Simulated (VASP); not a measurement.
# Be3SbP (Pm-3m) in VASP: notebook, part 2 of 3

VASP 6.6.1.

### Step 3. Relaxation of cell and atoms, PBEsol

This run uses another cell than the first one, of 14.84 Å³/atom, 0.995 times its volume.

Input file INCAR:

```
ALGO = Normal
EDIFF = 1E-6
EDIFFG = -0.005
ENCUT = 600
GGA = PS
IBRION = 2
ISIF = 3
ISMEAR = 0
LASPH = True
LCHARG = False
LREAL = False
LWAVE = False
NELM = 100
NSW = 100
PREC = Accurate
SIGMA = 0.1
```

Input file KPOINTS:

```
k-points
0
Gamma
  8 8 8
```

Input file POSCAR:

```
Be3SbP
1.0
    4.2018056554      0.0000000000      0.0000000000
    0.0000000000      4.2018056554      0.0000000000
    0.0000000000      0.0000000000      4.2018056554
Be Sb P
3 1 1
Direct
    0.0000000000      0.5000000000      0.5000000000
    0.5000000000      0.0000000000      0.5000000000
    0.5000000000      0.5000000000      0.0000000000
    0.0000000000      0.0000000000      0.0000000000
    0.5000000000      0.5000000000      0.5000000000
```

Potentials or basis: VASP PAW PBE potentials, release 64 (Be, Sb, P).

Started as:

```bash
$ cat potpaw_PBE.64/Be/POTCAR potpaw_PBE.64/Sb/POTCAR potpaw_PBE.64/P/POTCAR > POTCAR
$ mpirun -np 1 vasp_std > vasp.out
```

OUTCAR:

```text
EDIFF = 1E-6
   EDIFFG = -0.005
   ENCUT = 600
   GGA = PS
   IBRION = 2
   ISIF = 3
   ISMEAR = 0
   LASPH = True
   LREAL = False
   NELM = 100
   NSW = 100
   PREC = Accurate

 ion  position               nearest neighbor table
   1  0.000  0.500  0.500-   5 2.10   5 2.10   4 2.97   4 2.97   4 2.97   4 2.97
   2  0.500  0.000  0.500-   5 2.10   5 2.10   4 2.97   4 2.97   4 2.97   4 2.97
   3  0.500  0.500  0.000-   5 2.10   5 2.10   4 2.97   4 2.97   4 2.97   4 2.97
   4  0.000  0.000  0.000-   1 2.97   2 2.97   3 2.97   1 2.97   2 2.97   1 2.97   3 2.97   1 2.97
                             2 2.97   3 2.97   2 2.97   3 2.97
   5  0.500  0.500  0.500-   1 2.10   2 2.10   3 2.10   3 2.10   2 2.10   1 2.10

  LATTYP: Found a simple cubic cell.
 ALAT       =     4.2018056554

  Lattice vectors:

 A1 = (   4.2018056554,   0.0000000000,   0.0000000000)
 A2 = (   0.0000000000,   4.2018056554,   0.0000000000)
 A3 = (   0.0000000000,   0.0000000000,   4.2018056554)

Analysis of symmetry for initial positions (statically):
=====================================================================
 Subroutine PRICEL returns:
 Original cell was already a primitive cell.

 Routine SETGRP: Setting up the symmetry group for a
 simple cubic supercell.

 Subroutine GETGRP returns: Found 48 space group operations
 (whereof 48 operations were pure point group operations)
 out of a pool of 48 trial point group operations.

The static configuration has the point symmetry O_h .

Analysis of symmetry for dynamics (positions and initial velocities):
=====================================================================
 Subroutine PRICEL returns:
 Original cell was already a primitive cell.

 Routine SETGRP: Setting up the symmetry group for a
 simple cubic supercell.

 Subroutine GETGRP returns: Found 48 space group operations
 (whereof 48 operations were pure point group operations)
 out of a pool of 48 trial point group operations.

[... 141 lines left out ...]
  volume of cell :       74.18
 maximum number of plane-waves:      2517
 NGX is ok and might be reduce to    36
   NGX = 17   NGY = 17   NGZ = 17

--------------------------------------- Ionic step        1  -------------------------------------------

 number of electron      15.9999999 magnetization

 Free energy of the ion-electron system (eV)
  ---------------------------------------------------
  ext. energy  EPLUGINS =         0.00000000
  ---------------------------------------------------
  free energy    TOTEN  =       -19.99150282 eV

  energy without entropy =      -19.98916380  energy(sigma->0) =      -19.99033331

------------------------ aborting loop because EDIFF is reached ----------------------------------------

  FORCE on cell =-STRESS in cart. coord.  units (eV):
  Direction    XX          YY          ZZ          XY          YZ          ZX
  --------------------------------------------------------------------------------------
  -------------------------------------------------------------------------------------
  Total        0.2913595      0.2913595      0.2913595      0.0000000      0.0000000     -0.0000000
  in kB        6.2926251      6.2926251      6.2926251      0.0000000      0.0000000     -0.0000000
  external PRESSURE =       6.2926251 kB  Pullay stress =       0.0000000 kB
[... 65 lines left out ...]
--------------------------------------- Ionic step        3  -------------------------------------------

 number of electron      15.9999999 magnetization

 Free energy of the ion-electron system (eV)
  ---------------------------------------------------
  ext. energy  EPLUGINS =         0.00000000
  ---------------------------------------------------
  free energy    TOTEN  =       -19.99256095 eV

  energy without entropy =      -19.99017222  energy(sigma->0) =      -19.99136658

 E-fermi :   6.9864     XC(G=0): -10.1114

 val. band max:        6.9574896082   @ k =   0.3750   0.0000   0.0000
 cond. band min:       7.0974021443   @ k =   0.2500   0.1250   0.0000
 fundamental gap:      0.1399125361
 Fermi energy:         6.9864457957

 k-point     1 :       0.0000    0.0000    0.0000
  band No.  band energies     occupation
      1      -6.3079      2.00000
      2      -1.4561      2.00000
      3       1.2325      2.00000
      4       1.2325      2.00000
      5       1.2325      2.00000
      6       6.1731      2.00000
      7       6.1731      2.00000
      8       7.1251      0.04981
      9       7.1251      0.04981
     10       7.1251      0.04981
     11      10.7095      0.00000
     12      10.7852      0.00000
[... 331 lines left out ...]
 k-point    24 :       0.5000    0.3750    0.1250
  band No.  band energies     occupation
      1      -5.2839      2.00000
      2      -2.3604      2.00000
      3       0.0756      2.00000
      4       0.3426      2.00000
      5       2.0874      2.00000
      6       4.6707      2.00000
      7       5.5262      2.00000
      8       6.4772      2.00000
      9       7.5761      0.00000
     10       8.2893      0.00000
     11       8.9972      0.00000
     12      10.3218      0.00000

 [... further k-points ...]
[... 5 lines left out ...]
  --------------------------------------------------------------------------------------
  -------------------------------------------------------------------------------------
  Total       -0.0001280     -0.0001280     -0.0001280      0.0000000      0.0000000     -0.0000000
  in kB       -0.0027449     -0.0027449     -0.0027449      0.0000000      0.0000000     -0.0000000
  external PRESSURE =      -0.0027449 kB  Pullay stress =       0.0000000 kB
[... 20 lines left out ...]
  FREE ENERGIE OF THE ION-ELECTRON SYSTEM (eV)
  ---------------------------------------------------
  free  energy   TOTEN  =       -19.9925609452 eV

  energy  without entropy=      -19.9901722165  energy(sigma->0) =      -19.99136658

 reached required accuracy - stopping structural energy minimisation
```

OSZICAR:

```text
N       E                     dE             d eps       ncg     rms          rms(c)
DAV:   1     0.502224856933E+02    0.50222E+02   -0.64965E+03   840   0.122E+03
DAV:   2    -0.151351266707E+02   -0.65358E+02   -0.60689E+02  1020   0.185E+02
DAV:   3    -0.202747357788E+02   -0.51396E+01   -0.47826E+01  1176   0.565E+01
DAV:   4    -0.204084105375E+02   -0.13367E+00   -0.13184E+00  1048   0.849E+00
[... 18 lines left out ...]
       N       E                     dE             d eps       ncg     rms          rms(c)
DAV:   1    -0.199925907751E+02   -0.56518E-04   -0.61214E-04   932   0.158E-01    0.284E-02
DAV:   2    -0.199925652935E+02    0.25482E-04   -0.45044E-05   904   0.502E-02    0.139E-02
DAV:   3    -0.199925608980E+02    0.43954E-05   -0.22432E-05   976   0.256E-02    0.473E-03
DAV:   4    -0.199925609452E+02   -0.47177E-07   -0.67433E-07   500   0.634E-03
   3 F= -.19992561E+02 E0= -.19991367E+02  d E =-.105813E-02
```

CONTCAR:

```text
Be3SbP
   1.00000000000000
     4.2120007119170868    0.0000000000000000   -0.0000000000000000
     0.0000000000000000    4.2120007119170868   -0.0000000000000000
     0.0000000000000000    0.0000000000000000    4.2120007119170868
  Be              Sb              P
     3     1     1
Direct
     0.0000000000000000    0.5000000000000000    0.5000000000000000
     0.5000000000000000    0.0000000000000000    0.5000000000000000
     0.5000000000000000    0.5000000000000000    0.0000000000000000
     0.0000000000000000    0.0000000000000000    0.0000000000000000
     0.5000000000000000    0.5000000000000000    0.5000000000000000

  0.00000000E+00  0.00000000E+00  0.00000000E+00
  0.00000000E+00  0.00000000E+00  0.00000000E+00
  0.00000000E+00  0.00000000E+00  0.00000000E+00
  0.00000000E+00  0.00000000E+00  0.00000000E+00
  0.00000000E+00  0.00000000E+00  0.00000000E+00
```

It took 53 s on 1 thread of Intel Xeon Platinum 8259CL at 2.50GHz (Skylake/Cascade Lake), shared host; peak memory 0.24 GiB.

Results:

```
Free energy                            : -19.9926 eV
Relaxed volume                         : 14.94 Å³/atom
Relaxed cell                           : a = 4.212 Å, b = 4.212 Å, c = 4.212 Å, α = 90.00°, β = 90.00°, γ = 90.00°
Space group after relaxing (to 0.05 Å) : Pm-3m (No. 221)
Energy gained by relaxing              : 0.2 meV/atom
Ionic steps                            : 3
Pressure after relaxing                : 0.0 GPa
Band gap on the k mesh                 : zero (band 8 reaches 7.16 eV, above the bottom of band 9 at 6.53 eV)
```

The path:
| step | energy change (eV) | largest force (eV/Å) | pressure (GPa) | volume (Å³) |
| --- | --- | --- | --- | --- |
| 1 | 0.0000 | 0.0000 | 0.63 | 74.18 |
| 2 | -0.0010 | 0.0000 | -0.10 | 74.81 |
| 3 | -0.0011 | 0.0000 | 0.00 | 74.72 |

Final structure:
```
CELL_PARAMETERS angstrom
4.21200 0.00000 0.00000
0.00000 4.21200 0.00000
0.00000 0.00000 4.21200
ATOMIC_POSITIONS crystal
Be 0.00000 0.50000 0.50000
Be 0.50000 0.00000 0.50000
Be 0.50000 0.50000 0.00000
Sb 0.00000 0.00000 0.00000
P 0.50000 0.50000 0.50000
```

Levels at points of the mesh, in eV from the Fermi level:
| k point | band 6 | band 7 | band 8 | band 9 | band 10 | band 11 |
| --- | --- | --- | --- | --- | --- | --- |
| (0.00, 0.00, 0.00) | -0.81 | -0.81 | 0.14 | 0.14 | 0.14 | 3.72 |
| (0.50, 0.00, 0.00) | -3.42 | -1.67 | -1.67 | 0.34 | 1.07 | 3.71 |
| (0.50, 0.50, 0.00) | -0.39 | -0.39 | 0.15 | 0.18 | 0.43 | 0.84 |
| (0.50, 0.50, 0.50) | -4.71 | -4.71 | -4.71 | 3.57 | 3.57 | 6.33 |

Caveat: the PAW data sets were made with another functional, which shifts forces and pressure a little; spin-orbit coupling is left out, which moves the levels of the heavy elements.

### Step 4. Single point, PBEsol

Input file INCAR:

```
  PREC = Accurate
  ENCUT = 520
  EDIFF = 1E-6
  ISMEAR = -1
  SIGMA = 0.15
  LREAL = F
  LASPH = T
  NELM = 100
  ALGO = Normal
  ISIF = 2
  LWAVE = F
  LCHARG = F
  GGA = PS
  NBANDS = 16
```

Input file KPOINTS:

```
regular mesh
0
Gamma
  8 8 8
```

POSCAR: that of step 3 with these lines changed.

```diff
@@ -2,5 +2,5 @@
 1.0
-    4.2018056554      0.0000000000      0.0000000000
-    0.0000000000      4.2018056554      0.0000000000
-    0.0000000000      0.0000000000      4.2018056554
+    4.2116982080      0.0000000000      0.0000000000
+    0.0000000000      4.2116982080      0.0000000000
+    0.0000000000      0.0000000000      4.2116982080
 Be Sb P
```

Potentials or basis: VASP PAW PBE potentials, release 64 (Be, Sb, P).

Started as:

```bash
$ cat potpaw_PBE.64/Be/POTCAR potpaw_PBE.64/Sb/POTCAR potpaw_PBE.64/P/POTCAR > POTCAR
$ mpirun -np 1 vasp_std > vasp.out
```

OUTCAR:

```text
PREC = Accurate
   ENCUT = 520
   EDIFF = 1E-6
   ISMEAR = -1
   LREAL = F
   LASPH = T
   NELM = 100
   ISIF = 2
   GGA = PS

 ion  position               nearest neighbor table
   1  0.000  0.500  0.500-   5 2.11   5 2.11   4 2.98   4 2.98   4 2.98   4 2.98
   2  0.500  0.000  0.500-   5 2.11   5 2.11   4 2.98   4 2.98   4 2.98   4 2.98
   3  0.500  0.500  0.000-   5 2.11   5 2.11   4 2.98   4 2.98   4 2.98   4 2.98
   4  0.000  0.000  0.000-   1 2.98   2 2.98   3 2.98   1 2.98   2 2.98   1 2.98   3 2.98   1 2.98
                             2 2.98   3 2.98   2 2.98   3 2.98
[... 661 lines left out ...]
  -------------------------------------------------------------------------------------
  Total        0.0792537      0.0792537      0.0792537     -0.0000000      0.0000000      0.0000000
  in kB        1.6996452      1.6996452      1.6996452     -0.0000000      0.0000000      0.0000000
  external PRESSURE =       1.6996452 kB  Pullay stress =       0.0000000 kB

 VOLUME and BASIS-vectors are now :
 -----------------------------------------------------------------------------
  energy-cutoff  :      520.00
  volume of cell :       74.71
      direct lattice vectors                 reciprocal lattice vectors
     4.211698208  0.000000000  0.000000000     0.237433916  0.000000000  0.000000000
     0.000000000  4.211698208  0.000000000     0.000000000  0.237433916  0.000000000
     0.000000000  0.000000000  4.211698208     0.000000000  0.000000000  0.237433916

 POSITION                                       TOTAL-FORCE (eV/Angst)
 -----------------------------------------------------------------------------------
      0.00000      2.10585      2.10585         0.000000      0.000000      0.000000
      2.10585      0.00000      2.10585         0.000000      0.000000      0.000000
      2.10585      2.10585      0.00000         0.000000      0.000000      0.000000
      0.00000      0.00000      0.00000         0.000000      0.000000      0.000000
      2.10585      2.10585      2.10585         0.000000      0.000000      0.000000
 -----------------------------------------------------------------------------------
    total drift:                                0.000000     -0.000000     -0.000000

  FREE ENERGIE OF THE ION-ELECTRON SYSTEM (eV)
  ---------------------------------------------------
  free  energy   TOTEN  =       -20.0246433628 eV

  energy  without entropy=      -19.9382945915  energy(sigma->0) =      -19.98146898
```

stdout:

```text
POSCAR found type information on POSCAR BeSbP
 POSCAR found :  3 types and       5 ions
 scaLAPACK will be used
 -----------------------------------------------------------------------------
|                                                                             |
|                                                                             |
|     You enforced a specific xc type in the INCAR file but a different       |
|     I HOPE YOU KNOW WHAT YOU ARE DOING!                                     |
|                                                                             |
 -----------------------------------------------------------------------------

 LDA part: xc-table for (Slater+PW92), standard interpolation
 POSCAR, INCAR and KPOINTS ok, starting setup
 FFT: planning ... GRIDC
 FFT: planning ... GRID_SOFT
 FFT: planning ... GRID
 WAVECAR not read
 entering main loop
```

Wall time 27 s (1 thread of Intel Xeon Platinum 8259CL at 2.50GHz (Skylake/Cascade Lake), shared host); peak memory 0.2 GiB.

What came out:

```yaml
Free_energy: -20.0246 eV
Pressure: 0.2 GPa
Band_gap_on_the_k_mesh: zero (band 8 reaches 7.15 eV, above the bottom of band 9 at 6.54 eV)
```

Caveat: the PAW data sets were made with another functional, which shifts forces and pressure a little; spin-orbit coupling is left out, which moves the levels of the heavy elements.

### Step 5. Single point, PBEsol

Input file INCAR:

```
PREC     = Accurate       # precision mode
ENCUT    = 520            # plane-wave cutoff, eV
EDIFF    = 1E-6           # SCF threshold, eV
ISMEAR   = -1             # smearing method
SIGMA    = 0.15           # smearing width, eV
LREAL    = F              # projectors in reciprocal space
LASPH    = T              # aspherical terms in the spheres
NELM     = 100            # most SCF steps
ALGO     = Normal         # electronic algorithm
ISIF     = 2              # what is computed and relaxed
LWAVE    = F              # write WAVECAR
LCHARG   = F              # write CHGCAR
GGA      = PS             # functional
NBANDS   = 16             # bands
```

Input file KPOINTS:

```
Automatic mesh
0
Gamma
  8 8 8
```

POSCAR is that of step 4.

Started as:

```bash
$ cat potpaw_PBE.64/Be/POTCAR potpaw_PBE.64/Sb/POTCAR potpaw_PBE.64/P/POTCAR > POTCAR
$ mpirun -np 1 vasp_std > vasp.out
```

It took 27 s on 1 thread of Intel Xeon Platinum 8259CL at 2.50GHz (Skylake/Cascade Lake), shared host; peak memory 0.2 GiB.

It converged, with:

- Free energy: -20.0246 eV
- Pressure: 0.2 GPa
- Band gap on the k mesh: zero (band 8 reaches 7.15 eV, above the bottom of band 9 at 6.54 eV)

Levels at points of the mesh, in eV from the Fermi level:
```csv
k point,band 6,band 7,band 8,band 9,band 10,band 11
"(0.00, 0.00, 0.00)",-0.80,-0.80,0.14,0.14,0.14,3.73
"(0.50, 0.00, 0.00)",-3.41,-1.66,-1.66,0.35,1.08,3.72
"(0.50, 0.50, 0.00)",-0.39,-0.39,0.17,0.17,0.43,0.85
"(0.50, 0.50, 0.50)",-4.70,-4.70,-4.70,3.59,3.59,6.34
```

Caveat: the PAW data sets were made with another functional, which shifts forces and pressure a little; spin-orbit coupling is left out, which moves the levels of the heavy elements.

(Continued in part 3 of 3.)
